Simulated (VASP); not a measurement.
# Mo in VASP: notebook

Runs on Mo. Level: PBE. Tasks: single point.

Everything below comes from runs of VASP 6.6.1. Logs are shortened: lines on timing, memory, paths and dates and some standing lists are left out, and cuts for length are marked.

## Step 1: The cell of the first run

The cell holds a sheet with vacuum, 2 atoms: a = 2.772 Å, b = 2.772 Å, c = 17.000 Å, α = 90.00°, β = 90.00°, γ = 90.00°.

The cell was built from a structure type or drawn by symmetry, and may not be a known phase.

## Step 2: Single point, PBE

File INCAR:

```
SYSTEM = Mo
  ALGO = Normal
  DIPOL = 0.5 0.5 0.500
  EDIFF = 1E-7
  ENCUT = 520
  GGA = PE
  IDIPOL = 3
  ISIF = 2
  ISMEAR = 0
  LASPH = .TRUE.
  LCHARG = .TRUE.
  LDIPOL = .TRUE.
  LELF = .TRUE.
  LREAL = .FALSE.
  LVACPOTAV = .TRUE.
  LVHAR = .TRUE.
  LWAVE = .FALSE.
  NBANDS = 21
  NELM = 60
  PREC = Accurate
  SIGMA = 0.1
```

File KPOINTS:

```
k-points
0
G
  6 6 1
  0 0 0
```

File POSCAR:

```
Mo
1.0
    2.7721690000      0.0000000000      0.0000000000
    0.0000000000      2.7721690000      0.0000000000
    0.0000000000      0.0000000000     17.0000000000
Mo
2
Direct
    0.0000000000      0.5000000000      0.5840236900
    0.5000000000      0.0000000000      0.4159763100
```

Potentials or basis: VASP PAW PBE potentials, release 64 (Mo_sv).

On the command line:

```console
> cat potpaw_PBE.64/Mo_sv/POTCAR > POTCAR
> mpirun -np 1 vasp_std > vasp.out
```

OUTCAR:

```text
SYSTEM = Mo
   EDIFF = 1E-7
   ENCUT = 520
   GGA = PE
   ISIF = 2
   ISMEAR = 0
   LASPH = .TRUE.
   LREAL = .FALSE.
   NELM = 60
   PREC = Accurate

 ion  position               nearest neighbor table
   1  0.000  0.500  0.584-   2 3.46   2 3.46   2 3.46   2 3.46
   2  0.500  0.000  0.416-   1 3.46   1 3.46   1 3.46   1 3.46

  LATTYP: Found a simple tetragonal cell.
 ALAT       =     2.7721690000
 C/A-ratio  =     6.1323822610

  Lattice vectors:

 A1 = (   2.7721690000,   0.0000000000,   0.0000000000)
 A2 = (   0.0000000000,   2.7721690000,   0.0000000000)
 A3 = (   0.0000000000,   0.0000000000,  17.0000000000)

Analysis of symmetry for initial positions (statically):
=====================================================================
 Subroutine PRICEL returns:
 Original cell was already a primitive cell.

 Routine SETGRP: Setting up the symmetry group for a
 simple tetragonal supercell.

 Subroutine GETGRP returns: Found 16 space group operations
 (whereof  8 operations were pure point group operations)
 out of a pool of 16 trial point group operations.

The static configuration has the point symmetry D_2d.
 The point group associated with its full space group is D_4h.

Analysis of symmetry for dynamics (positions and initial velocities):
=====================================================================
 Subroutine PRICEL returns:
 Original cell was already a primitive cell.

 Routine SETGRP: Setting up the symmetry group for a
 simple tetragonal supercell.

 Subroutine GETGRP returns: Found 16 space group operations
 (whereof  8 operations were pure point group operations)
 out of a pool of 16 trial point group operations.

The dynamic configuration has the point symmetry D_2d.
 The point group associated with its full space group is D_4h.

 Subroutine INISYM returns: Found 16 space group operations
 (whereof  8 operations are pure point group operations),
 and found     1 'primitive' translations

----------------------------------------------------------------------------------------

                                     Primitive cell

  volume of cell :     130.6437

  direct lattice vectors                    reciprocal lattice vectors
     2.772169000  0.000000000  0.000000000     0.360728368  0.000000000  0.000000000
     0.000000000  2.772169000  0.000000000     0.000000000  0.360728368  0.000000000
     0.000000000  0.000000000 17.000000000     0.000000000  0.000000000  0.058823529

  length of vectors
[... 68 lines left out ...]
   LREAL  =      F    real-space projection
   EDIFFG = 0.1E-05   stopping-criterion for IOM
   NSW    =      0    number of steps for IOM
   IBRION =     -1    ionic relax: 0-MD 1-quasi-New 2-CG
   NFREE  =      0    steps in history (QN), initial steepest desc. (CG)
   ISIF   =      2    stress and relaxation
   ISYM   =      2    0-nonsym 1-usesym 2-fastsym
   POTIM  = 0.5000    time-step for ionic-motion
   TEBEG  =    0.0;   TEEND  =   0.0 temperature during run
   PSTRESS=    0.0 pullay stress
   NELECT =      28.0000    total number of electrons
   NUPDOWN=      -1.0000    fix difference up-down
   EMIN   =  10.00;   EMAX   =-10.00  energy-range for DOS
   EFERMI =   0.00;   METHOD = LEGACY
   ISMEAR =     0;   SIGMA  =   0.10  broadening in eV -4-tet -1-fermi 0-gaus
   EFERMI_NEDOS =   21; number of points for ismear=-14 and -15
   IALGO  =     38    algorithm
   IMIX   =      4    mixing-type and parameters
     AMIX     =   0.40;   BMIX     =  1.00
     AMIX_MAG =   1.60;   BMIX_MAG =  1.00
  volume/ion in A,a.u.               =      65.32       440.81
  Fermi-wavevector in a.u.,A,eV,Ry     =   0.979711  1.851386 13.059334  0.959834
  Thomas-Fermi vector in A             =   2.110585
   LORBIT       =      0    0 simple, 1 ext, 2 COOP (PROOUT), +10 PAW based schemes
   GGA     = PE    functional components
   LHFCALC =     F    Hartree Fock is set to
   AEXX    =    0.0000 exact exchange contribution
   IVDW    =     0    specifies the selected vdW correction
   LEPSILON=     F    determine dielectric tensor
   LRPA    =     F    only Hartree local field effects (RPA)
 non-spin polarized calculation
 Gauss-broadening in eV      SIGMA  =   0.10
  energy-cutoff  :      520.00
  volume of cell :      130.64
 maximum number of plane-waves:      3560
 NGX is ok and might be reduce to    24
   NGX = 11   NGY = 11   NGZ = 63

 number of electron      27.9999996 magnetization

 dipolmoment           0.000000      0.000000      0.000000 electrons x Angstroem

 Free energy of the ion-electron system (eV)
  ---------------------------------------------------
  ext. energy  EPLUGINS =         0.00000000
  ---------------------------------------------------
  free energy    TOTEN  =       -17.42960049 eV

  energy without entropy =      -17.42582538  energy(sigma->0) =      -17.42771294

 E-fermi :  -0.6113     XC(G=0):  -4.8589

 val. band max:       -0.7478189223   @ k =   0.1667   0.0000   0.0000
 cond. band min:      -0.4955936980   @ k =   0.3333   0.3333   0.0000
 fundamental gap:      0.2522252243
 Fermi energy:        -0.6113410230

 k-point     1 :       0.0000    0.0000    0.0000
  band No.  band energies     occupation
      1     -61.7689      2.00000
      2     -61.7590      2.00000
      3     -35.9322      2.00000
      4     -35.8250      2.00000
      5     -35.3201      2.00000
      6     -35.3201      2.00000
[... 229 lines left out ...]
     20       5.4067      0.00000
     21       7.9375      0.00000

------------------------ aborting loop because EDIFF is reached ----------------------------------------

  FORCE on cell =-STRESS in cart. coord.  units (eV):
  Direction    XX          YY          ZZ          XY          YZ          ZX
  --------------------------------------------------------------------------------------
  -------------------------------------------------------------------------------------
  Total      -10.9320251    -10.9320251     -5.4775671      0.0000000      0.0000000      0.0000000
  in kB     -134.0673045   -134.0673045    -67.1753540      0.0000000      0.0000000      0.0000000
  external PRESSURE =    -111.7699876 kB  Pullay stress =       0.0000000 kB

 VOLUME and BASIS-vectors are now :
 -----------------------------------------------------------------------------
  energy-cutoff  :      520.00
  volume of cell :      130.64
      direct lattice vectors                 reciprocal lattice vectors
     2.772169000  0.000000000  0.000000000     0.360728368  0.000000000  0.000000000
     0.000000000  2.772169000  0.000000000     0.000000000  0.360728368  0.000000000
     0.000000000  0.000000000 17.000000000     0.000000000  0.000000000  0.058823529

 POSITION                                       TOTAL-FORCE (eV/Angst)
 -----------------------------------------------------------------------------------
      0.00000      1.38608      9.92840        -0.000000      0.000000     -1.913013
      1.38608      0.00000      7.07160         0.000000      0.000000      1.913013
 -----------------------------------------------------------------------------------
    total drift:                                0.000000      0.000000      0.000000

  FREE ENERGIE OF THE ION-ELECTRON SYSTEM (eV)
  ---------------------------------------------------
  free  energy   TOTEN  =       -17.4296004924 eV

  energy  without entropy=      -17.4258253789  energy(sigma->0) =      -17.42771294

 vacuum level on the upper side and lower side of the slab         4.418         4.418
```

OSZICAR:

```text
N       E                     dE             d eps       ncg     rms          rms(c)
DAV:   1     0.220710723466E+03    0.22071E+03   -0.17180E+04   556   0.113E+03
DAV:   2    -0.121319508122E+02   -0.23284E+03   -0.22607E+03   541   0.324E+02
DAV:   3    -0.186240178786E+02   -0.64921E+01   -0.60457E+01   521   0.483E+01
[... 12 lines left out ...]
DAV:  16    -0.174295866331E+02   -0.16679E-04   -0.77041E-07   380   0.357E-03    0.631E-04
DAV:  17    -0.174295989776E+02   -0.12344E-04   -0.68251E-07   329   0.159E-03    0.297E-04
DAV:  18    -0.174296002619E+02   -0.12843E-05   -0.66574E-08   327   0.770E-04    0.974E-05
DAV:  19    -0.174296004521E+02   -0.19021E-06   -0.86689E-09   296   0.280E-04    0.322E-05
DAV:  20    -0.174296004924E+02   -0.40236E-07   -0.29684E-09   283   0.153E-04
   1 F= -.17429600E+02 E0= -.17427713E+02  d E =-.377511E-02
```

Run time: 17 s. Hardware: 1 thread of Intel Xeon 6975P-C (Granite Rapids), shared host; peak memory 0.24 GiB.

What came out:

| Quantity | Value |
| --- | --- |
| Free energy | -17.4296 eV |
| Largest force | 1.913 eV/Å |
| Band gap on the k mesh | zero (bands 14 and 15 overlap by 0.42 eV) |

Forces in eV/Å, atoms in the order of the input:
```
Mo   0.000  0.000 -1.913
Mo   0.000  0.000  1.913
```

Caveat: the k points lie up to 0.38 Å⁻¹ apart.

## Step 3: Single point, PBE

This run uses another cell than the first one.

File INCAR:

```
SYSTEM = Mo
PREC = Accurate
ENCUT = 520
EDIFF = 1E-7
ISMEAR = 0
SIGMA = 0.1
LREAL = .False.
LASPH = .True.
NELM = 100
ALGO = Normal
ISIF = 2
LWAVE = .False.
LCHARG = .True.
LDIPOL = .True.
IDIPOL = 3
DIPOL = 0.5 0.5 0.288
GGA = PE
LELF = .True.
LVHAR = .True.
LVACPOTAV = .True.
NBANDS = 21
```

File KPOINTS:

```
regular mesh
0
Gamma
  6 6 1
  0 0 0
```

File POSCAR:

```
Mo
1.0
    2.5162385595      0.0000000000      0.0000000000
    0.0000000000      2.5162385595      0.0000000000
    0.0000000000      0.0000000000     29.5136109200
Mo
2
Direct
    0.0000000000      0.5000000000      0.3284993611
    0.5000000000      0.0000000000      0.2475060639
```

Potentials or basis: VASP PAW PBE potentials, release 64 (Mo_sv).

On the command line:

```console
> cat potpaw_PBE.64/Mo_sv/POTCAR > POTCAR
> mpirun -np 1 vasp_std > vasp.out
```

Wall time 29 s (1 thread of Intel Xeon 6975P-C (Granite Rapids), shared host); peak memory 0.28 GiB.

It converged, with:

| Item | Value |
| --- | --- |
| Free energy | -19.2145 eV |
| Largest force | 0.026 eV/Å |
| Band gap on the k mesh | zero (bands 14 and 15 overlap by 0.84 eV) |

Forces on the atoms (eV/Å):
```
Mo   0.000  0.000  0.026
Mo   0.000  0.000 -0.026
```

Levels at points of the mesh, in eV from the Fermi level:
```
           k point  band 11  band 12  band 13  band 14  band 15  band 16  band 17  band 18
(0.00, 0.00, 0.00)    -4.53    -3.85    -2.11    -1.04     0.53     1.57     1.57     3.30
(0.50, 0.00, 0.00)    -2.87    -2.87     0.36     0.36     0.89     0.89     3.16     3.16
(0.50, 0.50, 0.00)    -3.31    -3.31    -0.22    -0.22     1.84     1.84     7.05     7.05
```

Caveat: the k points lie up to 0.42 Å⁻¹ apart, too coarse for converged energies and pressures of a metal.

## Step 4: Single point, PBE, collinear spin

This run uses another cell than the first one.

File INCAR:

```
SYSTEM = Mo
PREC = Accurate ; ENCUT = 520
EDIFF = 1E-6 ; ISMEAR = 0
SIGMA = 0.1 ; LREAL = .False.
LASPH = .True. ; NELM = 150
ALGO = Normal ; ISIF = 2
LWAVE = .False. ; LCHARG = .False.
ISPIN = 2 ; MAGMOM = 1 1
LORBIT = 11 ; LMAXMIX = 4
LDIPOL = .True. ; IDIPOL = 3
DIPOL = 0.5 0.5 0.288 ; GGA = PE
NBANDS = 25
```

File KPOINTS:

```
Automatic mesh
0
Gamma
  6 6 1
  0 0 0
```

POSCAR is that of step 3.

On the command line:

```console
> cat potpaw_PBE.64/Mo_sv/POTCAR > POTCAR
> mpirun -np 1 vasp_std > vasp.out
```

Run time: 2.5 min. Hardware: 1 thread of Intel Xeon 6975P-C (Granite Rapids), shared host; peak memory 0.37 GiB.

It converged, with:

```
Free energy                                           : -19.2145 eV
Largest force                                         : 0.026 eV/Å
Band gap on the k mesh                                : zero (filled and empty bands overlap)
Net moment                                            : 0.00 μB per cell
Valence electrons inside the program's atomic spheres : Mo 12.61
```

Forces on the atoms (eV/Å):
```
Mo   0.000  0.000  0.026
Mo   0.000  0.000 -0.026
```

Levels at points of the mesh, in eV from the Fermi level:
Spin up:
```csv
k point,band 11,band 12,band 13,band 14,band 15,band 16,band 17,band 18
"(0.00, 0.00, 0.00)",-4.53,-3.85,-2.11,-1.04,0.53,1.57,1.57,3.30
"(0.50, 0.00, 0.00)",-2.87,-2.87,0.36,0.36,0.89,0.89,3.16,3.16
"(0.50, 0.50, 0.00)",-3.31,-3.31,-0.22,-0.22,1.84,1.84,7.05,7.05
```
Spin down:
| k point | band 11 | band 12 | band 13 | band 14 | band 15 | band 16 | band 17 | band 18 |
| --- | --- | --- | --- | --- | --- | --- | --- | --- |
| (0.00, 0.00, 0.00) | -4.53 | -3.85 | -2.11 | -1.04 | 0.53 | 1.57 | 1.57 | 3.30 |
| (0.50, 0.00, 0.00) | -2.87 | -2.87 | 0.36 | 0.36 | 0.89 | 0.89 | 3.16 | 3.16 |
| (0.50, 0.50, 0.00) | -3.31 | -3.31 | -0.22 | -0.22 | 1.84 | 1.84 | 7.05 | 7.05 |

Caveat: the k points lie up to 0.42 Å⁻¹ apart, too coarse for converged energies and pressures of a metal.

## Step 5: Summary

```csv
spin,cell,gap on the mesh (eV),largest force (eV/Å)
off,"a = 2.772, b = 2.772, c = 17.000 Å, 2 atoms, atomic positions A",none,1.91
off,"a = 2.516, b = 2.516, c = 29.514 Å, 2 atoms, atomic positions B",none,0.03
collinear,"a = 2.516, b = 2.516, c = 29.514 Å, 2 atoms, atomic positions B",none,0.03
```

Alike in all rows: task single point; level PBE; potentials or basis VASP PAW PBE potentials, release 64 (Mo_sv); k mesh 6 × 6 × 1; cutoff (eV) 520; smearing gaussian 0.1 eV.

Caveats: all runs use coarse meshes.

Absolute energies hang on the potentials; compare differences alone.
